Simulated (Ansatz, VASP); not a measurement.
# Sc: VASP and Ansatz over several settings

```
Sc
1.0
     3.24145    0.00000    0.00000
    -1.62073    2.80718    0.00000
     0.00000    0.00000    5.16565
Sc
2
Cartesian
  1.6207 0.9357 3.8742
  0.0000 1.8715 1.2914
```

Single points on this cell with VASP 6.6.1 and Ansatz 0.2.0. Each row is one pair of runs. Alike in all rows: spin: off; k mesh: 9 × 9 × 5; smearing: fermi-dirac, width 0.05 eV.

```tsv
level	VASP's potentials, cutoff	Ansatz's potentials, cutoff	gap on the k mesh at the Fermi level (eV), VASP	gap on the k mesh at the Fermi level (eV), Ansatz	pressure (GPa), VASP	pressure (GPa), Ansatz
LDA	VASP PAW LDA potentials, release 64 (Sc_sv), 520 eV	Ansatz PAW, 420 eV	none	none	-2.3	-2.3
r2SCAN	VASP PAW PBE potentials, release 64 (Sc_sv), 520 eV	Ansatz PAW, 500 eV	none	none	3.9	3.7
PBEsol	VASP PAW PBE potentials, release 64 (Sc_sv), 520 eV	Ansatz PAW, 420 eV	none	none	0.5	0.5
PBEsol	VASP PAW PBE potentials, release 64 (Sc_sv), 520 eV	JTH PAW, 1350 eV	none	none	0.5	0.5
```

Pressure (GPa): the two programs differ by at most 0.23.

A gap of «none» marks a metal or a gap that the smearing closes.
